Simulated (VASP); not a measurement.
# MoS2 (C2/m) in VASP: single point with PBE+D3(BJ)

Aim: the single point of MoS2 with PBE+D3(BJ).

Program: VASP 6.6.1. These are calculated values, not measurements. Logs are shortened: lines on timing, memory, paths and dates and some standing lists are left out, and cuts for length are marked.

## (1) The cell of the first run

The structure is monoclinic, space group C2/m (No. 12). Conventional cell: a = 5.809 Å, b = 3.134 Å, c = 6.262 Å, α = 90.00°, β = 108.01°, γ = 90.00°. Within 3.4 Å of Mo (site symmetry 2/m) lie 6 S at 2.39 to 2.63 Å and 6 Mo at 3.13 to 3.30 Å. Within 3.4 Å of S (site symmetry m) lie 3 Mo at 2.39 to 2.63 Å and 8 S at 3.13 to 3.30 Å.

## (2) Single point, PBE+D3(BJ) (atoms displaced along a vibrational mode, the cell strained)

Input file INCAR:

```
PREC = Accurate
ENCUT = 520
EDIFF = 1E-6
ISMEAR = 0
SIGMA = 0.15
LREAL = F
LASPH = T
NELM = 80
ALGO = Normal
ISIF = 2
LWAVE = F
LCHARG = F
GGA = PE
IVDW = 12
NBANDS = 20
```

Input file KPOINTS:

```
regular mesh
0
Gamma
  15 15 15
```

Input file POSCAR:

```
MoS2
1.0
    1.5671157387      0.9681089221      5.9549887142
   -1.5671157387      0.9681089221      5.9549887142
    0.0000000000     -1.9362178443      5.9549887142
Mo S
1 2
Direct
    0.0000000000      0.0000000000      0.0000000000
    0.7315023783      0.7315023783      0.8061065869
    0.2684976217      0.2684976217      0.1938934131
```

Potentials or basis: VASP PAW PBE potentials, release 64 (Mo_sv, S).

The run is started by

```bash
$ cat potpaw_PBE.64/Mo_sv/POTCAR potpaw_PBE.64/S/POTCAR > POTCAR
$ mpirun -np 1 vasp_std > vasp.out
```

OUTCAR:

```text
PREC = Accurate
   ENCUT = 520
   EDIFF = 1E-6
   ISMEAR = 0
   LREAL = F
   LASPH = T
   NELM = 80
   ISIF = 2
   GGA = PE
   IVDW = 12
 IVDW          = 12

 ion  position               nearest neighbor table
   1  0.000  0.000  0.000-   2 2.39   2 2.39   3 2.39   3 2.39   2 2.63   3 2.63
   2  0.732  0.732  0.806-   1 2.39   1 2.39   1 2.63
   3  0.268  0.268  0.194-   1 2.39   1 2.39   1 2.63

  LATTYP: Found a base centered monoclinic cell.
 ALAT       =     5.8086535328
 B/A-ratio  =     0.5395796908
 C/A-ratio  =     1.0780218051
 COS(beta)  =    -0.3092083405

  Lattice vectors:

 A1 = (   1.5671157387,   2.9043267664,   0.0000000000)
 A2 = (  -1.5671157387,   2.9043267664,   0.0000000000)
 A3 = (   0.0000000000,  -1.9362178443,   5.9549887142)

Analysis of symmetry for initial positions (statically):
=====================================================================
 Subroutine PRICEL returns:
 Original cell was already a primitive cell.

 Routine SETGRP: Setting up the symmetry group for a
 base centered monoclinic supercell.

 Subroutine GETGRP returns: Found  4 space group operations
 (whereof  4 operations were pure point group operations)
 out of a pool of  4 trial point group operations.

The static configuration has the point symmetry C_2h.

Analysis of symmetry for dynamics (positions and initial velocities):
=====================================================================
 Subroutine PRICEL returns:
 Original cell was already a primitive cell.

 Routine SETGRP: Setting up the symmetry group for a
 base centered monoclinic supercell.

 Subroutine GETGRP returns: Found  4 space group operations
 (whereof  4 operations were pure point group operations)
 out of a pool of  4 trial point group operations.

The dynamic configuration has the point symmetry C_2h.

 Subroutine INISYM returns: Found  4 space group operations
 (whereof  4 operations are pure point group operations),
 and found     1 'primitive' translations

----------------------------------------------------------------------------------------

                                     Primitive cell

  volume of cell :      54.2073

  direct lattice vectors                    reciprocal lattice vectors
     1.567115739  0.968108922  5.954988714     0.319057481  0.172156937  0.055975477
    -1.567115739  0.968108922  5.954988714    -0.319057481  0.172156937  0.055975477
     0.000000000 -1.936217844  5.954988714     0.000000000 -0.344313874  0.055975477

  length of vectors
[... 83 lines left out ...]
   NELM   =     80;   NELMIN=  2; NELMDL= -5     # of ELM steps
   EDIFF  = 0.1E-05   stopping-criterion for ELM
   LREAL  =      F    real-space projection
   EDIFFG = 0.1E-04   stopping-criterion for IOM
   NSW    =      0    number of steps for IOM
   IBRION =     -1    ionic relax: 0-MD 1-quasi-New 2-CG
   NFREE  =      0    steps in history (QN), initial steepest desc. (CG)
   ISIF   =      2    stress and relaxation
   ISYM   =      2    0-nonsym 1-usesym 2-fastsym
   POTIM  = 0.5000    time-step for ionic-motion
   TEBEG  =    0.0;   TEEND  =   0.0 temperature during run
   PSTRESS=    0.0 pullay stress
   NELECT =      26.0000    total number of electrons
   NUPDOWN=      -1.0000    fix difference up-down
   EMIN   =  10.00;   EMAX   =-10.00  energy-range for DOS
   EFERMI =   0.00;   METHOD = LEGACY
   ISMEAR =     0;   SIGMA  =   0.15  broadening in eV -4-tet -1-fermi 0-gaus
   EFERMI_NEDOS =   21; number of points for ismear=-14 and -15
   IALGO  =     38    algorithm
   IMIX   =      4    mixing-type and parameters
     AMIX     =   0.40;   BMIX     =  1.00
     AMIX_MAG =   1.60;   BMIX_MAG =  1.00
  volume/ion in A,a.u.               =      18.07       121.94
  Fermi-wavevector in a.u.,A,eV,Ry     =   1.281485  2.421655 22.343531  1.642203
  Thomas-Fermi vector in A             =   2.413852
   LORBIT       =      0    0 simple, 1 ext, 2 COOP (PROOUT), +10 PAW based schemes
   GGA     = PE    functional components
   LHFCALC =     F    Hartree Fock is set to
   AEXX    =    0.0000 exact exchange contribution
   IVDW    =    12    specifies the selected vdW correction
   LEPSILON=     F    determine dielectric tensor
   LRPA    =     F    only Hartree local field effects (RPA)
 non-spin polarized calculation
 Gauss-broadening in eV      SIGMA  =   0.15
  energy-cutoff  :      520.00
  volume of cell :       54.21
 maximum number of plane-waves:      1476
   NGX = 23   NGY = 23   NGZ = 23

 number of electron      26.0000001 magnetization

 Free energy of the ion-electron system (eV)
  ---------------------------------------------------
  ext. energy  EPLUGINS =         0.00000000
  ---------------------------------------------------
  free energy    TOTEN  =       -20.68157618 eV

  energy without entropy =      -20.66704424  energy(sigma->0) =      -20.67431021

 E-fermi :   7.5097     XC(G=0): -10.8669

 val. band max:        7.5059788409   @ k =   0.3333   0.2667   0.3333
 cond. band min:       7.5107522016   @ k =   0.2667   0.2000   0.2667
 fundamental gap:      0.0047733607
 Fermi energy:         7.5096635967

 k-point     1 :       0.0000    0.0000    0.0000
  band No.  band energies     occupation
      1     -54.2285      2.00000
      2     -28.2797      2.00000
      3     -28.2102      2.00000
      4     -28.2046      2.00000
      5      -7.2971      2.00000
      6      -5.6323      2.00000
[... 541 lines left out ...]
     19      15.3113      0.00000
     20      16.1077      0.00000

 [... further k-points ...]

------------------------ aborting loop because EDIFF is reached ----------------------------------------

 Edisp (eV)   -1.25972

 E8    (eV) :    -0.5089

  FORCE on cell =-STRESS in cart. coord.  units (eV):
  Direction    XX          YY          ZZ          XY          YZ          ZX
  --------------------------------------------------------------------------------------
  -------------------------------------------------------------------------------------
  Total       0.72067    -5.22767    -1.39799     0.00000     3.12278     0.00000
  in kB      21.30050  -154.51176   -41.31970     0.00000    92.29859     0.00000
  external pressure =      -58.18 kB  Pullay stress =        0.00 kB

 VOLUME and BASIS-vectors are now :
 -----------------------------------------------------------------------------
  energy-cutoff  :      520.00
  volume of cell :       54.21
      direct lattice vectors                 reciprocal lattice vectors
     1.567115739  0.968108922  5.954988714     0.319057481  0.172156937  0.055975477
    -1.567115739  0.968108922  5.954988714    -0.319057481  0.172156937  0.055975477
     0.000000000 -1.936217844  5.954988714     0.000000000 -0.344313874  0.055975477

 POSITION                                       TOTAL-FORCE (eV/Angst)
 -----------------------------------------------------------------------------------
      0.00000      0.00000      0.00000         0.000000      0.000000     -0.000000
      0.00000     -0.14445     13.51253         0.000000      1.028706     -0.433508
      0.00000      0.14445      4.35243         0.000000     -1.028706      0.433508
 -----------------------------------------------------------------------------------
    total drift:                               -0.000000     -0.000000      0.000000

  FREE ENERGIE OF THE ION-ELECTRON SYSTEM (eV)
  ---------------------------------------------------
  free  energy   TOTEN  =       -21.9412939547 eV

  energy  without entropy=      -21.9267620094  energy(sigma->0) =      -21.93402798
```

OSZICAR:

```text
N       E                     dE             d eps       ncg     rms          rms(c)
DAV:   1     0.177983286647E+03    0.17798E+03   -0.13389E+04 36320   0.123E+03
DAV:   2    -0.150589181942E+02   -0.19304E+03   -0.18808E+03 44236   0.312E+02
DAV:   3    -0.223116519235E+02   -0.72527E+01   -0.71653E+01 45296   0.559E+01
DAV:   4    -0.223943099762E+02   -0.82658E-01   -0.82559E-01 43476   0.630E+00
DAV:   5    -0.223955865913E+02   -0.12766E-02   -0.12765E-02 45220   0.763E-01    0.213E+01
DAV:   6    -0.214851417786E+02    0.91044E+00   -0.19754E+01 38164   0.221E+01    0.976E+00
DAV:   7    -0.208334494108E+02    0.65169E+00   -0.89637E+00 37532   0.143E+01    0.575E+00
DAV:   8    -0.206816414771E+02    0.15181E+00   -0.92996E-01 40032   0.500E+00    0.189E+00
DAV:   9    -0.206832089887E+02   -0.15675E-02   -0.29222E-02 42028   0.108E+00    0.592E-01
DAV:  10    -0.206818146349E+02    0.13944E-02   -0.18721E-02 40240   0.782E-01    0.221E-01
DAV:  11    -0.206816456614E+02    0.16897E-03   -0.88717E-04 41400   0.186E-01    0.854E-02
DAV:  12    -0.206815659675E+02    0.79694E-04   -0.26260E-04 41620   0.892E-02    0.636E-02
DAV:  13    -0.206815760480E+02   -0.10081E-04   -0.60156E-05 39836   0.459E-02    0.166E-02
DAV:  14    -0.206815761840E+02   -0.13599E-06   -0.24451E-06 41028   0.930E-03
   1 F= -.21941294E+02 E0= -.21934028E+02  d E =-.145319E-01
```

Wall time 15 min (1 thread of Intel Xeon 6975P-C (Granite Rapids), shared host); peak memory 1 GiB.

Results:

```yaml
Free_energy: -21.9413 eV
Pressure: -5.8 GPa
Largest_force: 1.116 eV/Å
Band_gap_on_the_k_mesh: zero (bands 13 and 14 overlap by 0.84 eV)
Dispersion_energy_per_atom: -0.420 eV
```

Forces on the atoms (eV/Å):
```
Mo   0.000  0.000  0.000
S    0.000  1.029 -0.434
S    0.000 -1.029  0.434
```

Stress tensor (GPa, compression positive):
```
  2.13   0.00   0.00
  0.00 -15.45   9.23
  0.00   9.23  -4.13
```

Caveat: the cell differs from its parent crystal (atoms displaced along a vibrational mode, the cell strained); the cell stands under tension; forces of over 1 eV/Å act on the atoms, so gaps and moduli don't describe the material at rest.
